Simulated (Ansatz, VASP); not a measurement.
**V: VASP beside Ansatz**

```xyz
1
Lattice="-1.4627 1.4627 1.4627 1.4627 -1.4627 1.4627 1.4627 1.4627 -1.4627" Properties=species:S:1:pos:R:3 pbc="T T T"
V     0.0000    0.0000    0.0000
```

Alike in both runs: task electric field gradients; functional LDA; k mesh 22 × 22 × 22; occupations gaussian, width 0.05 eV; no spin polarisation.

|  | VASP | Ansatz |
| --- | --- | --- |
| version | VASP 6.6.1 | Ansatz 0.2.0 |
| potentials or method | VASP PAW LDA potentials, release 64 (V_sv), cutoff 400 eV | scalar-relativistic, plane waves, PAW |
| valence electrons in the cell | 13 | 13 |

VASP gave:

* gap on the k mesh at the Fermi level (eV): none
* pressure (GPa): -1.0

Question: Estimate Ansatz's values.

Answer: gap on the k mesh at the Fermi level (eV): none; pressure (GPa): 0.0.

LDA's correlation is that of Perdew and Zunger in VASP and of Perdew and Wang (1992) in Ansatz. A gap of «none» marks a metal or a gap that the smearing closes.
